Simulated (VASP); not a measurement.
# SnO2 (Fm-3m) in VASP: a series of runs

The runs below take SnO2 through single point, with PBE.

Program: VASP 6.6.1. These are calculated values, not measurements. Logs are shortened: lines on timing, memory, paths and dates and some standing lists are left out, and cuts for length are marked.

## (1) The cell of the first run

It takes space group Fm-3m (No. 225, cubic). The conventional cell has a = 5.148 Å, b = 5.148 Å, c = 5.148 Å, α = 90.00°, β = 90.00°, γ = 90.00°. Within 2.9 Å of Sn (site symmetry m-3m) lie 8 O at 2.23 Å. Within 2.9 Å of O (site symmetry -43m) lie 4 Sn at 2.23 Å and 6 O at 2.57 Å.

## (2) Single point, PBE

The input, INCAR:

```
SYSTEM = SnO2
ALGO = Normal
EDIFF = 1E-7
ENCUT = 520
GGA = PE
ISIF = 2
ISMEAR = -1
LASPH = .TRUE.
LCHARG = .FALSE.
LREAL = .FALSE.
LWAVE = .FALSE.
NBANDS = 20
NELM = 80
PREC = Accurate
SIGMA = 0.05
```

The input, KPOINTS:

```
k-points
0
G
  9 9 9
  0 0 0
```

The input, POSCAR:

```
SnO2
1.0
    0.0000000000      2.5741500000      2.5741500000
    2.5741500000      0.0000000000      2.5741500000
    2.5741500000      2.5741500000      0.0000000000
Sn O
1 2
Direct
    0.0000000000      0.0000000000      0.0000000000
    0.7500000000      0.7500000000      0.7500000000
    0.2500000000      0.2500000000      0.2500000000
```

Potentials or basis: VASP PAW PBE potentials, release 64 (Sn_d, O).

Command:

```sh
$ cat potpaw_PBE.64/Sn_d/POTCAR potpaw_PBE.64/O/POTCAR > POTCAR
$ mpirun -np 1 vasp_std > vasp.out
```

OUTCAR:

```text
SYSTEM = SnO2
   EDIFF = 1E-7
   ENCUT = 520
   GGA = PE
   ISIF = 2
   ISMEAR = -1
   LASPH = .TRUE.
   LREAL = .FALSE.
   NELM = 80
   PREC = Accurate

 ion  position               nearest neighbor table
   1  0.000  0.000  0.000-   2 2.23   3 2.23   2 2.23   2 2.23   2 2.23   3 2.23   3 2.23   3 2.23

   2  0.750  0.750  0.750-   1 2.23   1 2.23   1 2.23   1 2.23
   3  0.250  0.250  0.250-   1 2.23   1 2.23   1 2.23   1 2.23

  LATTYP: Found a face centered cubic cell.
 ALAT       =     5.1483000000

  Lattice vectors:

 A1 = (   0.0000000000,   2.5741500000,   2.5741500000)
 A2 = (   2.5741500000,   0.0000000000,   2.5741500000)
 A3 = (   2.5741500000,   2.5741500000,   0.0000000000)

Analysis of symmetry for initial positions (statically):
=====================================================================
 Subroutine PRICEL returns:
 Original cell was already a primitive cell.

 Routine SETGRP: Setting up the symmetry group for a
 face centered cubic supercell.

 Subroutine GETGRP returns: Found 48 space group operations
 (whereof 48 operations were pure point group operations)
 out of a pool of 48 trial point group operations.

The static configuration has the point symmetry O_h .

Analysis of symmetry for dynamics (positions and initial velocities):
=====================================================================
 Subroutine PRICEL returns:
 Original cell was already a primitive cell.

 Routine SETGRP: Setting up the symmetry group for a
 face centered cubic supercell.

 Subroutine GETGRP returns: Found 48 space group operations
 (whereof 48 operations were pure point group operations)
 out of a pool of 48 trial point group operations.

The dynamic configuration has the point symmetry O_h .

 Subroutine INISYM returns: Found 48 space group operations
 (whereof 48 operations are pure point group operations),
 and found     1 'primitive' translations

----------------------------------------------------------------------------------------

                                     Primitive cell

  volume of cell :      34.1139

  direct lattice vectors                    reciprocal lattice vectors
     0.000000000  2.574150000  2.574150000    -0.194238875  0.194238875  0.194238875
     2.574150000  0.000000000  2.574150000     0.194238875 -0.194238875  0.194238875
     2.574150000  2.574150000  0.000000000     0.194238875  0.194238875 -0.194238875

  length of vectors
     3.640397842  3.640397842  3.640397842     0.336431600  0.336431600  0.336431600

  position of ions in fractional coordinates (direct lattice)
     0.000000000  0.000000000  0.000000000
     0.750000000  0.750000000  0.750000000
     0.250000000  0.250000000  0.250000000

  ion indices of the primitive-cell ions
   primitive index   ion index
                 1           1
                 2           2
                 3           3

----------------------------------------------------------------------------------------

 KPOINTS: k-points

Automatic generation of k-mesh.
 Grid dimensions read from file:
 generate k-points for:    9    9    9

 Generating k-lattice:

  Cartesian coordinates                     Fractional coordinates (reciprocal lattice)
    -0.021582097  0.021582097  0.021582097     0.111111111  0.000000000  0.000000000
     0.021582097 -0.021582097  0.021582097     0.000000000  0.111111111  0.000000000
     0.021582097  0.021582097 -0.021582097     0.000000000  0.000000000  0.111111111

  Length of vectors
     0.037381289  0.037381289  0.037381289

  Shift w.r.t. Gamma in fractional coordinates (k-lattice)
     0.000000000  0.000000000  0.000000000

 Subroutine IBZKPT returns following result:
 ===========================================

 Found     35 irreducible k-points:

 Following reciprocal coordinates:
            Coordinates               Weight
  0.000000  0.000000  0.000000      1.000000
  0.111111  0.000000  0.000000      8.000000
  0.222222  0.000000  0.000000      8.000000
  0.333333  0.000000  0.000000      8.000000
  0.444444  0.000000  0.000000      8.000000
  0.111111  0.111111  0.000000      6.000000
[... 16 lines left out ...]
 -0.333333  0.333333  0.000000     12.000000
  0.444444  0.444444  0.000000      6.000000
 [... further k-points ...]
   k-points           NKPTS =     35   k-points in BZ     NKDIM =     35   number of bands    NBANDS=     20
   number of dos      NEDOS =    301   number of ions     NIONS =      3
   total plane-waves  NPLWV =  21952
   dimension x,y,z NGX =    28 NGY =   28 NGZ =   28
   dimension x,y,z NGXF=    56 NGYF=   56 NGZF=   56
   ions per type =               1   2
   NGX,Y,Z   is equivalent  to a cutoff of  12.79, 12.79, 12.79 a.u.
   NGXF,Y,Z  is equivalent  to a cutoff of  25.57, 25.57, 25.57 a.u.
 SYSTEM =  SnO2
   PREC   = accura    normal or accurate (medium, high low for compatibility)
   ISTART =      0    job   : 0-new  1-cont  2-samecut
   ICHARG =      2    charge: 1-file 2-atom 10-const
   ISPIN  =      1    spin polarized calculation?
   LNONCOLLINEAR =      F non collinear calculations
   LSORBIT =      F    spin-orbit coupling
   LASPH  =      T    aspherical Exc in radial PAW
   ENCUT  =  520.0 eV  38.22 Ry    6.18 a.u.   6.77  6.77  6.77*2*pi/ulx,y,z
   NELM   =     80;   NELMIN=  2; NELMDL= -5     # of ELM steps
   EDIFF  = 0.1E-06   stopping-criterion for ELM
   LREAL  =      F    real-space projection
   EDIFFG = 0.1E-05   stopping-criterion for IOM
   NSW    =      0    number of steps for IOM
   IBRION =     -1    ionic relax: 0-MD 1-quasi-New 2-CG
   NFREE  =      0    steps in history (QN), initial steepest desc. (CG)
   ISIF   =      2    stress and relaxation
   ISYM   =      2    0-nonsym 1-usesym 2-fastsym
   POTIM  = 0.5000    time-step for ionic-motion
   TEBEG  =    0.0;   TEEND  =   0.0 temperature during run
   PSTRESS=    0.0 pullay stress
   NELECT =      26.0000    total number of electrons
   NUPDOWN=      -1.0000    fix difference up-down
   EMIN   =  10.00;   EMAX   =-10.00  energy-range for DOS
   EFERMI =   0.00;   METHOD = LEGACY
   ISMEAR =    -1;   SIGMA  =   0.05  broadening in eV -4-tet -1-fermi 0-gaus
   EFERMI_NEDOS =   21; number of points for ismear=-14 and -15
   IALGO  =     38    algorithm
   IMIX   =      4    mixing-type and parameters
     AMIX     =   0.40;   BMIX     =  1.00
     AMIX_MAG =   1.60;   BMIX_MAG =  1.00
  volume/ion in A,a.u.               =      11.37        76.74
  Fermi-wavevector in a.u.,A,eV,Ry     =   1.495393  2.825884 30.425363  2.236201
  Thomas-Fermi vector in A             =   2.607544
   LORBIT       =      0    0 simple, 1 ext, 2 COOP (PROOUT), +10 PAW based schemes
   GGA     = PE    functional components
   LHFCALC =     F    Hartree Fock is set to
   AEXX    =    0.0000 exact exchange contribution
   IVDW    =     0    specifies the selected vdW correction
   LEPSILON=     F    determine dielectric tensor
   LRPA    =     F    only Hartree local field effects (RPA)
 non-spin polarized calculation
  energy-cutoff  :      520.00
  volume of cell :       34.11
 maximum number of plane-waves:       941
   NGX = 13   NGY = 13   NGZ = 13

 number of electron      25.9999992 magnetization

 Free energy of the ion-electron system (eV)
  ---------------------------------------------------
  ext. energy  EPLUGINS =         0.00000000
  ---------------------------------------------------
  free energy    TOTEN  =       -17.91764743 eV

  energy without entropy =      -17.91686656  energy(sigma->0) =      -17.91725700

 E-fermi :   7.4817     XC(G=0): -11.6629

 val. band max:        7.2680528803   @ k =  -0.3333   0.4444   0.1111
 cond. band min:       8.3993473538   @ k =   0.1111   0.0000   0.0000
 fundamental gap:      1.1312944735
 Fermi energy:         7.4816699877

 k-point     1 :       0.0000    0.0000    0.0000
  band No.  band energies     occupation
      1     -13.2154      2.00000
      2     -13.2154      2.00000
      3     -13.2154      2.00000
      4     -13.0917      2.00000
      5     -13.0917      2.00000
      6     -11.9493      2.00000
[... 12 lines left out ...]
     19      22.4380      0.00000
     20      22.4380      0.00000

 k-point     2 :       0.1111    0.0000    0.0000
  band No.  band energies     occupation
      1     -13.2571      2.00000
      2     -13.2071      2.00000
      3     -13.2071      2.00000
      4     -13.0920      2.00000
      5     -13.0920      2.00000
      6     -11.8290      2.00000
[... 12 lines left out ...]
     19      22.4600      0.00000
     20      22.4600      0.00000

 k-point     3 :       0.2222    0.0000    0.0000
  band No.  band energies     occupation
      1     -13.3736      2.00000
      2     -13.1899      2.00000
      3     -13.1899      2.00000
      4     -13.0885      2.00000
      5     -13.0885      2.00000
      6     -11.4537      2.00000
[... 12 lines left out ...]
     19      22.5186      0.00000
     20      22.9035      0.00000

 k-point     4 :       0.3333    0.0000    0.0000
  band No.  band energies     occupation
      1     -13.5120      2.00000
      2     -13.1793      2.00000
      3     -13.1793      2.00000
      4     -13.0753      2.00000
      5     -13.0753      2.00000
      6     -10.8505      2.00000
[... 12 lines left out ...]
     19      22.5505      0.00000
     20      23.1717      0.00000

 k-point     5 :       0.4444    0.0000    0.0000
  band No.  band energies     occupation
      1     -13.6016      2.00000
      2     -13.1774      2.00000
      3     -13.1774      2.00000
      4     -13.0615      2.00000
      5     -13.0615      2.00000
      6     -10.1566      2.00000
[... 12 lines left out ...]
     19      22.4907      0.00000
     20      22.6620      0.00000

 k-point     6 :       0.1111    0.1111    0.0000
  band No.  band energies     occupation
      1     -13.2763      2.00000
      2     -13.1994      2.00000
      3     -13.1994      2.00000
      4     -13.0981      2.00000
      5     -13.0871      2.00000
      6     -11.7957      2.00000
[... 12 lines left out ...]
     19      22.5338      0.00000
     20      22.5920      0.00000

 k-point     7 :       0.2222    0.1111    0.0000
  band No.  band energies     occupation
      1     -13.3556      2.00000
      2     -13.1951      2.00000
      3     -13.1810      2.00000
      4     -13.1029      2.00000
      5     -13.0815      2.00000
      6     -11.5169      2.00000
[... 12 lines left out ...]
     19      22.7583      0.00000
     20      23.6089      0.00000
[... 277 lines left out ...]
 k-point    20 :       0.3333    0.3333    0.0000
  band No.  band energies     occupation
      1     -13.5879      2.00000
      2     -13.1371      2.00000
      3     -13.1100      2.00000
      4     -13.1100      2.00000
      5     -13.0623      2.00000
      6     -10.8105      2.00000
[... 12 lines left out ...]
     19      23.7262      0.00000
     20      26.0919      0.00000

 k-point    21 :       0.4444    0.3333    0.0000
  band No.  band energies     occupation
      1     -13.6282      2.00000
      2     -13.1440      2.00000
      3     -13.1347      2.00000
      4     -13.0973      2.00000
      5     -13.0568      2.00000
      6     -10.4368      2.00000
[... 12 lines left out ...]
     19      24.1118      0.00000
     20      25.5636      0.00000

 k-point    22 :      -0.4444    0.3333    0.0000
  band No.  band energies     occupation
      1     -13.5965      2.00000
      2     -13.2381      2.00000
      3     -13.1342      2.00000
      4     -13.0967      2.00000
      5     -13.0632      2.00000
      6      -9.9367      2.00000
[... 12 lines left out ...]
     19      24.0452      0.00000
     20      25.4620      0.00000

 k-point    23 :      -0.3333    0.3333    0.0000
  band No.  band energies     occupation
      1     -13.5007      2.00000
      2     -13.3534      2.00000
      3     -13.1185      2.00000
      4     -13.1053      2.00000
      5     -13.0814      2.00000
      6      -9.4461      2.00000
[... 12 lines left out ...]
     19      23.1534      0.00000
     20      26.1763      0.00000

 k-point    24 :       0.4444    0.4444    0.0000
  band No.  band energies     occupation
      1     -13.6898      2.00000
      2     -13.1518      2.00000
      3     -13.0777      2.00000
      4     -13.0777      2.00000
      5     -13.0537      2.00000
      6     -10.3787      2.00000
[... 12 lines left out ...]
     19      24.3781      0.00000
     20      24.8385      0.00000

 [... further k-points ...]

------------------------ aborting loop because EDIFF is reached ----------------------------------------

  FORCE on cell =-STRESS in cart. coord.  units (eV):
  Direction    XX          YY          ZZ          XY          YZ          ZX
  --------------------------------------------------------------------------------------
  -------------------------------------------------------------------------------------
  Total        0.0125138      0.0125138      0.0125138      0.0000000      0.0000000     -0.0000000
  in kB        0.5877180      0.5877180      0.5877180      0.0000000      0.0000000     -0.0000000
  external PRESSURE =       0.5877180 kB  Pullay stress =       0.0000000 kB

 VOLUME and BASIS-vectors are now :
 -----------------------------------------------------------------------------
  energy-cutoff  :      520.00
  volume of cell :       34.11
      direct lattice vectors                 reciprocal lattice vectors
     0.000000000  2.574150000  2.574150000    -0.194238875  0.194238875  0.194238875
     2.574150000  0.000000000  2.574150000     0.194238875 -0.194238875  0.194238875
     2.574150000  2.574150000  0.000000000     0.194238875  0.194238875 -0.194238875

 POSITION                                       TOTAL-FORCE (eV/Angst)
 -----------------------------------------------------------------------------------
      0.00000      0.00000      0.00000        -0.000000     -0.000000      0.000000
      3.86123      3.86123      3.86123         0.000000     -0.000000      0.000000
      1.28707      1.28707      1.28707        -0.000000      0.000000     -0.000000
 -----------------------------------------------------------------------------------
    total drift:                                0.000000     -0.000000      0.000000

  FREE ENERGIE OF THE ION-ELECTRON SYSTEM (eV)
  ---------------------------------------------------
  free  energy   TOTEN  =       -17.9176474346 eV

  energy  without entropy=      -17.9168665617  energy(sigma->0) =      -17.91725700
```

Run time: 23 s. Hardware: 1 thread of Intel Xeon Platinum 8259CL at 2.50GHz (Skylake/Cascade Lake), shared host; peak memory 0.16 GiB.

What came out:

| Property | Result |
| --- | --- |
| Free energy | -17.9176 eV |
| Pressure | 0.1 GPa |
| Band gap on the k mesh | zero (band 13 reaches 7.27 eV, above the bottom of band 14 at 7.16 eV) |

Caveat: spin-orbit coupling is left out, which moves the levels of the heavy elements.

(Continued in part 2 of 2.)
